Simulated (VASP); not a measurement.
# Bi6O (R3) in VASP: single point with PBE

Aim: the single point of Bi6O with PBE.

Everything below comes from runs of VASP 6.6.1. Logs are shortened: lines on timing, memory, paths and dates and some standing lists are left out, and cuts for length are marked.

**1. The cell of the first run**

It takes space group R3 (No. 146, trigonal). Conventional cell: a = 6.397 Å, b = 6.397 Å, c = 17.837 Å, α = 90.00°, β = 90.00°, γ = 120.00°. Within 4.5 Å of Bi (site symmetry 1) lie 10 Bi at 3.30 to 3.95 Å and 3 O at 3.67 to 4.43 Å. Bi (site symmetry 1) has 1 O at 2.29 Å within 3.0 Å. O (site symmetry 3) has 3 Bi at 2.29 Å within 3.0 Å.

**2. Single point, PBE**

File INCAR:

```
ALGO = Normal
EDIFF = 1E-6
ENCUT = 520
GGA = PE
ISIF = 2
ISMEAR = 0
LASPH = T
LCHARG = F
LREAL = F
LWAVE = F
NBANDS = 57
NELM = 60
PREC = Accurate
SIGMA = 0.2
```

File KPOINTS:

```
k-points
0
Gamma
  6 6 6
```

File POSCAR:

```
Bi6O
1.0
   -3.1986386992      5.5402047420      0.0000000000
   -6.3972773983      0.0000000000      0.0000000000
   -3.1986386992      1.8467349140      5.9456820856
Bi O
6 1
Direct
    0.4825907688      0.3312406928      0.2795491383
    0.3312406928      0.9066194001      0.2795491383
    0.9066194001      0.4825907688      0.2795491383
    0.0800172343      0.4237241960      0.7660457045
    0.7302128653      0.0800172343      0.7660457045
    0.4237241960      0.7302128653      0.7660457045
    0.0452335267      0.0452335267      0.8642994198
```

Potentials or basis: VASP PAW PBE potentials, release 64 (Bi_d, O).

On the command line:

```
cat potpaw_PBE.64/Bi_d/POTCAR potpaw_PBE.64/O/POTCAR > POTCAR
mpirun -np 1 vasp_std > vasp.out
```

OUTCAR:

```text
EDIFF = 1E-6
   ENCUT = 520
   GGA = PE
   ISIF = 2
   ISMEAR = 0
   LASPH = T
   LREAL = F
   NELM = 60
   PREC = Accurate

 ion  position               nearest neighbor table
   1  0.483  0.331  0.280-   4 3.30   2 3.30   3 3.30   2 3.31   3 3.31   6 3.39   5 3.75   6 3.85

   2  0.331  0.907  0.280-   6 3.30   1 3.30   3 3.30   3 3.31   1 3.31   5 3.39   4 3.75   5 3.85

   3  0.907  0.483  0.280-   5 3.30   2 3.30   1 3.30   2 3.31   1 3.31   4 3.39   6 3.75   4 3.85

   4  0.080  0.424  0.766-   7 2.29   1 3.30   3 3.39   5 3.60   6 3.60   5 3.64   6 3.64   2 3.75
                             6 3.84   5 3.84   3 3.85
   5  0.730  0.080  0.766-   7 2.29   3 3.30   2 3.39   6 3.60   4 3.60   4 3.64   6 3.64   1 3.75
                             6 3.84   4 3.84   2 3.85
   6  0.424  0.730  0.766-   7 2.29   2 3.30   1 3.39   5 3.60   4 3.60   4 3.64   5 3.64   3 3.75
                             4 3.84   5 3.84   1 3.85
   7  0.045  0.045  0.864-   5 2.29   6 2.29   4 2.29

  LATTYP: Found a trigonal (rhomboedric) cell.
 ALAT       =     6.9994896123
 COS(alpha) =     0.5823354421

  Lattice vectors:

 A1 = (  -0.0000000000,  -3.6934698280,   5.9456820856)
 A2 = (   3.1986386991,   1.8467349140,   5.9456820856)
 A3 = (  -3.1986386992,   1.8467349140,   5.9456820856)

Analysis of symmetry for initial positions (statically):
=====================================================================
 Subroutine PRICEL returns:
 Original cell was already a primitive cell.

 Routine SETGRP: Setting up the symmetry group for a
 trigonal (rhombohedral) supercell.

 Subroutine GETGRP returns: Found  3 space group operations
 (whereof  3 operations were pure point group operations)
 out of a pool of 12 trial point group operations.

The static configuration has the point symmetry C_3 .

Analysis of symmetry for dynamics (positions and initial velocities):
=====================================================================
 Subroutine PRICEL returns:
 Original cell was already a primitive cell.

 Routine SETGRP: Setting up the symmetry group for a
 trigonal (rhombohedral) supercell.

 Subroutine GETGRP returns: Found  3 space group operations
 (whereof  3 operations were pure point group operations)
 out of a pool of 12 trial point group operations.

The dynamic configuration has the point symmetry C_3 .

[... 104 lines left out ...]
   LSORBIT =      F    spin-orbit coupling
   LASPH  =      T    aspherical Exc in radial PAW
   ENCUT  =  520.0 eV  38.22 Ry    6.18 a.u.  11.89 11.89 13.01*2*pi/ulx,y,z
   NELM   =     60;   NELMIN=  2; NELMDL= -5     # of ELM steps
   EDIFF  = 0.1E-05   stopping-criterion for ELM
   LREAL  =      F    real-space projection
   EDIFFG = 0.1E-04   stopping-criterion for IOM
   NSW    =      0    number of steps for IOM
   IBRION =     -1    ionic relax: 0-MD 1-quasi-New 2-CG
   NFREE  =      0    steps in history (QN), initial steepest desc. (CG)
   ISIF   =      2    stress and relaxation
   ISYM   =      2    0-nonsym 1-usesym 2-fastsym
   POTIM  = 0.5000    time-step for ionic-motion
   TEBEG  =    0.0;   TEEND  =   0.0 temperature during run
   PSTRESS=    0.0 pullay stress
   NELECT =      96.0000    total number of electrons
   NUPDOWN=      -1.0000    fix difference up-down
   EMIN   =  10.00;   EMAX   =-10.00  energy-range for DOS
   EFERMI =   0.00;   METHOD = LEGACY
   ISMEAR =     0;   SIGMA  =   0.20  broadening in eV -4-tet -1-fermi 0-gaus
   EFERMI_NEDOS =   21; number of points for ismear=-14 and -15
   IALGO  =     38    algorithm
   IMIX   =      4    mixing-type and parameters
     AMIX     =   0.40;   BMIX     =  1.00
     AMIX_MAG =   1.60;   BMIX_MAG =  1.00
  volume/ion in A,a.u.               =      30.10       203.15
  Fermi-wavevector in a.u.,A,eV,Ry     =   1.259673  2.380436 21.589385  1.586775
  Thomas-Fermi vector in A             =   2.393221
   LORBIT       =      0    0 simple, 1 ext, 2 COOP (PROOUT), +10 PAW based schemes
   GGA     = PE    functional components
   LHFCALC =     F    Hartree Fock is set to
   AEXX    =    0.0000 exact exchange contribution
   IVDW    =     0    specifies the selected vdW correction
   LEPSILON=     F    determine dielectric tensor
   LRPA    =     F    only Hartree local field effects (RPA)
 non-spin polarized calculation
 Gauss-broadening in eV      SIGMA  =   0.20
  energy-cutoff  :      520.00
  volume of cell :      210.73
 maximum number of plane-waves:      5728
   NGX = 23   NGY = 23   NGZ = 25

 number of electron      95.9999995 magnetization

 Free energy of the ion-electron system (eV)
  ---------------------------------------------------
  ext. energy  EPLUGINS =         0.00000000
  ---------------------------------------------------
  free energy    TOTEN  =       -29.03540224 eV

  energy without entropy =      -28.97532818  energy(sigma->0) =      -29.00536521

 E-fermi :   6.8328     XC(G=0):  -9.8361

 val. band max:        6.8327804732   @ k =  -0.1667   0.3333   0.3333
 cond. band min:       6.8377147778   @ k =  -0.3333   0.0000   0.3333
 fundamental gap:      0.0049343047
 Fermi energy:         6.8328147242

 k-point     1 :       0.0000    0.0000    0.0000
  band No.  band energies     occupation
      1     -16.4272      2.00000
      2     -16.3209      2.00000
      3     -16.3209      2.00000
      4     -16.3036      2.00000
      5     -16.2884      2.00000
      6     -16.2884      2.00000
[... 1429 lines left out ...]
     56      10.1211      0.00000
     57      10.3555      0.00000

 [... further k-points ...]
[... 5 lines left out ...]
  --------------------------------------------------------------------------------------
  -------------------------------------------------------------------------------------
  Total        0.0012618      0.0012618     -0.1625049     -0.0000003      0.0000000      0.0000000
  in kB        0.0095936      0.0095936     -1.2355331     -0.0000019      0.0000000      0.0000000
  external PRESSURE =      -0.4054487 kB  Pullay stress =       0.0000000 kB

 VOLUME and BASIS-vectors are now :
 -----------------------------------------------------------------------------
  energy-cutoff  :      520.00
  volume of cell :      210.73
      direct lattice vectors                 reciprocal lattice vectors
    -3.198638699  5.540204742  0.000000000     0.000000000  0.180498744 -0.056063094
    -6.397277398  0.000000000  0.000000000    -0.156316498 -0.090249372 -0.056063094
    -3.198638699  1.846734914  5.945682086     0.000000000  0.000000000  0.168189282

 POSITION                                       TOTAL-FORCE (eV/Angst)
 -----------------------------------------------------------------------------------
     -4.55685      3.18990      1.66211        -0.008659     -0.001300      0.004253
     -7.75359      2.35139      1.66211         0.003204      0.008148      0.004253
     -6.88139      5.53911      1.66211         0.005455     -0.006849      0.004253
     -5.41693      1.85800      4.55466        -0.014735     -0.005901     -0.007920
     -5.29788      5.46021      4.55466         0.012478     -0.009810     -0.007920
     -8.47702      3.76220      4.55466         0.002257      0.015711     -0.007920
     -3.19864      1.84673      5.13885        -0.000000     -0.000000      0.010999
 -----------------------------------------------------------------------------------
    total drift:                                0.000002      0.000002      0.000631

  FREE ENERGIE OF THE ION-ELECTRON SYSTEM (eV)
  ---------------------------------------------------
  free  energy   TOTEN  =       -29.0354022415 eV

  energy  without entropy=      -28.9753281765  energy(sigma->0) =      -29.00536521
```

stdout:

```text
POSCAR found type information on POSCAR BiO
 POSCAR found :  2 types and       7 ions
 scaLAPACK will be used
 LDA part: xc-table for (Slater+PW92), standard interpolation
 POSCAR, INCAR and KPOINTS ok, starting setup
 FFT: planning ... GRIDC
 FFT: planning ... GRID_SOFT
 FFT: planning ... GRID
 WAVECAR not read
 entering main loop
```

It took 6 min on 1 thread of Intel Xeon Platinum 8559C (Emerald Rapids), shared host; peak memory 0.55 GiB.

Results:

```
Free energy            : -29.0354 eV
Pressure               : 0.0 GPa
Largest force          : 0.018 eV/Å
Band gap on the k mesh : zero (bands 48 and 49 overlap by 1.29 eV)
```

Forces in eV/Å, atoms in the order of the input:
```
Bi  -0.009 -0.001  0.004
Bi   0.003  0.008  0.004
Bi   0.005 -0.007  0.004
Bi  -0.015 -0.006 -0.008
Bi   0.012 -0.010 -0.008
Bi   0.002  0.016 -0.008
O    0.000  0.000  0.011
```

Stress tensor (GPa, compression positive):
```
 0.00  0.00  0.00
 0.00  0.00  0.00
 0.00  0.00 -0.12
```

Caveat: spin-orbit coupling is left out, which moves the levels of the heavy elements.
